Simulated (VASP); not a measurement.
# Ga3O2 (Fmm2) in VASP: notebook

Ga3O2 is run at these levels: PBE; tasks: single point, relaxation of cell and atoms.

Program: VASP 6.6.1. These are calculated values, not measurements. Logs are shortened: lines on timing, memory, paths and dates and some standing lists are left out, and cuts for length are marked.

### 1 The cell of the first run

The structure is orthorhombic, space group Fmm2 (No. 42). Conventional cell: a = 5.971 Å, b = 6.371 Å, c = 8.510 Å, α = 90.00°, β = 90.00°, γ = 90.00°. Within 2.6 Å of Ga (site symmetry mm2) lie 2 O at 1.96 Å. Within 2.6 Å of Ga (site symmetry 2) lie 2 O at 1.94 Å. O (site symmetry m) has 3 Ga at 1.94 to 1.96 Å within 2.6 Å.

### 2 Single point, PBE

Contents of INCAR:

```
ALGO = Normal
EDIFF = 1E-7
ENCUT = 520
GGA = PE
ISIF = 2
ISMEAR = 0
LASPH = True
LCHARG = True
LELF = True
LREAL = False
LVHAR = True
LWAVE = False
NBANDS = 34
NELM = 100
PREC = Accurate
SIGMA = 0.1
```

Contents of KPOINTS:

```
k-points
0
Gamma
  4 4 4
```

Contents of POSCAR:

```
Ga3O2
1.0
    0.0000000000      2.9855118483      4.2549262318
    3.1856243677      0.0000000000      4.2549262318
    3.1856243677      2.9855118483      0.0000000000
Ga O
3 2
Direct
    0.1392810198      0.1392810198      0.8607189802
    0.3315361962      0.3315361962      0.1684638038
    0.8315361962      0.8315361962      0.6684638038
    0.7587977406      1.1894318272      0.2412022594
    1.1894318272      0.7587977406     -0.1894318272
```

Potentials or basis: VASP PAW PBE potentials, release 64 (Ga_d, O).

The run is started by

```console
> cat potpaw_PBE.64/Ga_d/POTCAR potpaw_PBE.64/O/POTCAR > POTCAR
> mpirun -np 1 vasp_std > vasp.out
```

OUTCAR:

```text
EDIFF = 1E-7
   ENCUT = 520
   GGA = PE
   ISIF = 2
   ISMEAR = 0
   LASPH = True
   LREAL = False
   NELM = 100
   PREC = Accurate

 ion  position               nearest neighbor table
   1  0.139  0.139  0.861-   4 1.96   5 1.96   2 2.73   3 2.73   3 2.73   2 2.73
   2  0.332  0.332  0.168-   4 1.94   5 1.94   1 2.73   1 2.73
   3  0.832  0.832  0.668-   5 1.94   4 1.94   1 2.73   1 2.73
   4  0.759  0.189  0.241-   2 1.94   3 1.94   1 1.96
   5  0.189  0.759  0.811-   3 1.94   2 1.94   1 1.96

  LATTYP: Found a face centered orthorhombic cell.
 ALAT       =     5.9710236966
 B/A-ratio  =     1.0670278765
 C/A-ratio  =     1.4251915410

  Lattice vectors:

 A1 = (   3.1856243677,   0.0000000000,  -4.2549262318)
 A2 = (   0.0000000000,   2.9855118483,  -4.2549262318)
 A3 = (   3.1856243677,   2.9855118483,   0.0000000000)

Analysis of symmetry for initial positions (statically):
=====================================================================
 Subroutine PRICEL returns:
 Original cell was already a primitive cell.

 Routine SETGRP: Setting up the symmetry group for a
 face centered orthorhombic supercell.

 Subroutine GETGRP returns: Found  4 space group operations
 (whereof  4 operations were pure point group operations)
 out of a pool of  8 trial point group operations.

The static configuration has the point symmetry C_2v.

Analysis of symmetry for dynamics (positions and initial velocities):
=====================================================================
 Subroutine PRICEL returns:
 Original cell was already a primitive cell.

 Routine SETGRP: Setting up the symmetry group for a
 face centered orthorhombic supercell.

 Subroutine GETGRP returns: Found  4 space group operations
 (whereof  4 operations were pure point group operations)
 out of a pool of  8 trial point group operations.

The dynamic configuration has the point symmetry C_2v.

 Subroutine INISYM returns: Found  4 space group operations
 (whereof  4 operations are pure point group operations),
 and found     1 'primitive' translations

----------------------------------------------------------------------------------------

                                     Primitive cell

  volume of cell :      80.9348

  direct lattice vectors                    reciprocal lattice vectors
     0.000000000  2.985511848  4.254926232    -0.156955103  0.167475470  0.117510850
     3.185624368  0.000000000  4.254926232     0.156955103 -0.167475470  0.117510850
[... 85 lines left out ...]
   LREAL  =      F    real-space projection
   EDIFFG = 0.1E-05   stopping-criterion for IOM
   NSW    =      0    number of steps for IOM
   IBRION =     -1    ionic relax: 0-MD 1-quasi-New 2-CG
   NFREE  =      0    steps in history (QN), initial steepest desc. (CG)
   ISIF   =      2    stress and relaxation
   ISYM   =      2    0-nonsym 1-usesym 2-fastsym
   POTIM  = 0.5000    time-step for ionic-motion
   TEBEG  =    0.0;   TEEND  =   0.0 temperature during run
   PSTRESS=    0.0 pullay stress
   NELECT =      51.0000    total number of electrons
   NUPDOWN=      -1.0000    fix difference up-down
   EMIN   =  10.00;   EMAX   =-10.00  energy-range for DOS
   EFERMI =   0.00;   METHOD = LEGACY
   ISMEAR =     0;   SIGMA  =   0.10  broadening in eV -4-tet -1-fermi 0-gaus
   EFERMI_NEDOS =   21; number of points for ismear=-14 and -15
   IALGO  =     38    algorithm
   IMIX   =      4    mixing-type and parameters
     AMIX     =   0.40;   BMIX     =  1.00
     AMIX_MAG =   1.60;   BMIX_MAG =  1.00
  volume/ion in A,a.u.               =      16.19       109.24
  Fermi-wavevector in a.u.,A,eV,Ry     =   1.403524  2.652275 26.801829  1.969879
  Thomas-Fermi vector in A             =   2.526177
   LORBIT       =      0    0 simple, 1 ext, 2 COOP (PROOUT), +10 PAW based schemes
   GGA     = PE    functional components
   LHFCALC =     F    Hartree Fock is set to
   AEXX    =    0.0000 exact exchange contribution
   IVDW    =     0    specifies the selected vdW correction
   LEPSILON=     F    determine dielectric tensor
   LRPA    =     F    only Hartree local field effects (RPA)
 non-spin polarized calculation
 Gauss-broadening in eV      SIGMA  =   0.10
  energy-cutoff  :      520.00
  volume of cell :       80.93
 maximum number of plane-waves:      2198
 NGX is ok and might be reduce to    40
   NGX = 19   NGY = 19   NGZ = 17

 number of electron      51.0000001 magnetization

 Free energy of the ion-electron system (eV)
  ---------------------------------------------------
  ext. energy  EPLUGINS =         0.00000000
  ---------------------------------------------------
  free energy    TOTEN  =       -23.45173025 eV

  energy without entropy =      -23.44738835  energy(sigma->0) =      -23.44955930

 E-fermi :   3.8095     XC(G=0): -10.0926

 val. band max:        3.7059596933   @ k =   0.0000   0.0000   0.0000
 cond. band min:       3.8482156785   @ k =   0.5000   0.0000   0.5000
 fundamental gap:      0.1422559853
 Fermi energy:         3.8094866238

 k-point     1 :       0.0000    0.0000    0.0000
  band No.  band energies     occupation
      1     -15.7585      2.00000
      2     -15.0835      2.00000
      3     -11.0739      2.00000
      4     -10.9985      2.00000
      5     -10.9666      2.00000
      6     -10.9516      2.00000
[... 655 lines left out ...]
     33      13.0060      0.00000
     34      14.2584      0.00000

------------------------ aborting loop because EDIFF is reached ----------------------------------------

  FORCE on cell =-STRESS in cart. coord.  units (eV):
  Direction    XX          YY          ZZ          XY          YZ          ZX
  --------------------------------------------------------------------------------------
  -------------------------------------------------------------------------------------
  Total        0.0413586      0.1888907      0.3925805      0.0000000      0.0000000      0.0000000
  in kB        0.8187298      3.7392611      7.7714837      0.0000000      0.0000000      0.0000000
  external PRESSURE =       4.1098249 kB  Pullay stress =       0.0000000 kB

 VOLUME and BASIS-vectors are now :
 -----------------------------------------------------------------------------
  energy-cutoff  :      520.00
  volume of cell :       80.93
      direct lattice vectors                 reciprocal lattice vectors
     0.000000000  2.985511848  4.254926232    -0.156955103  0.167475470  0.117510850
     3.185624368  0.000000000  4.254926232     0.156955103 -0.167475470  0.117510850
     3.185624368  2.985511848  0.000000000     0.156955103  0.167475470 -0.117510850

 POSITION                                       TOTAL-FORCE (eV/Angst)
 -----------------------------------------------------------------------------------
      3.18562      2.98551      1.18526        -0.000000      0.000000      0.064234
      1.59281      1.49276      2.82132        -0.000000      0.000000     -0.053294
      4.77844      4.47827      7.07625        -0.000000      0.000000     -0.053294
      1.37184      2.98551      4.03465         0.016725      0.000000      0.021177
      4.99941      2.98551      4.03465        -0.016725      0.000000      0.021177
 -----------------------------------------------------------------------------------
    total drift:                               -0.000191     -0.000074     -0.000310

  FREE ENERGIE OF THE ION-ELECTRON SYSTEM (eV)
  ---------------------------------------------------
  free  energy   TOTEN  =       -23.4517302539 eV

  energy  without entropy=      -23.4473883531  energy(sigma->0) =      -23.44955930
```

It took 28 s on 1 thread of Intel Xeon 6975P-C (Granite Rapids), shared host; peak memory 0.22 GiB.

Results:

```
Free energy   : -23.4517 eV
Pressure      : 0.4 GPa
Largest force : 0.064 eV/Å
```

Forces in eV/Å, atoms in the order of the input:
```
Ga   0.000  0.000  0.064
Ga   0.000  0.000 -0.053
Ga   0.000  0.000 -0.053
O    0.017  0.000  0.021
O   -0.017  0.000  0.021
```

Stress tensor (GPa, compression positive):
```
0.08 0.00 0.00
0.00 0.37 0.00
0.00 0.00 0.78
```

Caveat: the k points lie up to 0.41 Å⁻¹ apart; an odd number of electrons without spin polarisation forces a metal; a magnetic or distorted state may lie lower.

### 3 Single point, PBE

This run uses another cell than the first one, of 17.44 Å³/atom, 1.077 times its volume.

Contents of INCAR:

```
ALGO = Normal
EDIFF = 1E-7
ENCUT = 520
GGA = PE
ISIF = 2
ISMEAR = 0
LASPH = T
LCHARG = F
LREAL = F
LWAVE = F
NBANDS = 34
NELM = 80
PREC = Accurate
SIGMA = 0.1
```

KPOINTS is that of step 2.

Contents of POSCAR:

```
Ga3O2
1.0
    0.0000000000      3.6398816600      3.3475846800
    3.5778551200      0.0000000000      3.3475846800
    3.5778551200      3.6398816600      0.0000000000
Ga O
3 2
Direct
    0.1219968700      0.1219968700      0.8780031300
    0.4366664600      0.4366664600      0.0633335400
    0.9366664600      0.9366664600      0.5633335400
    0.7709920800      0.9842611100      0.2290079200
    0.9842611100      0.7709920800      0.0157388900
```

Potentials or basis: VASP PAW PBE potentials, release 64 (Ga_d, O).

The run is started by

```console
> cat potpaw_PBE.64/Ga_d/POTCAR potpaw_PBE.64/O/POTCAR > POTCAR
> mpirun -np 1 vasp_std > vasp.out
```

Run time: 32 s. Hardware: 1 thread of Intel Xeon 6975P-C (Granite Rapids), shared host; peak memory 0.24 GiB.

It converged, with:

```yaml
Free_energy: -17.2549 eV
Pressure: 15.7 GPa
Largest_force: 7.391 eV/Å
```

Forces in eV/Å, atoms in the order of the input:
```
Ga   0.000  0.000  7.391
Ga   0.000  0.000 -0.346
Ga   0.000  0.000 -0.346
O    3.978  0.000 -3.349
O   -3.978  0.000 -3.349
```

Stress tensor (GPa, compression positive):
```
18.24  0.00  0.00
 0.00 14.26  0.00
 0.00  0.00 14.72
```

Levels at points of the mesh, in eV from the Fermi level:
```csv
k point,band 23,band 24,band 25,band 26,band 27,band 28
"(0.00, 0.00, 0.00)",-4.41,-0.38,-0.32,0.06,1.25,1.52
"(0.50, 0.00, 0.00)",-4.09,-2.74,-0.96,0.47,1.15,1.72
"(0.50, 0.50, 0.00)",-3.44,-2.62,-1.03,-0.65,-0.47,1.75
"(0.50, 0.00, 0.50)",-3.10,-2.95,-2.88,0.26,0.36,2.22
"(0.00, 0.50, 0.50)",-3.80,-3.64,-2.53,-0.97,1.60,1.64
```

Caveat: the k points lie up to 0.39 Å⁻¹ apart; an odd number of electrons without spin polarisation forces a metal; a magnetic or distorted state may lie lower.

[end of part 1 of 3]
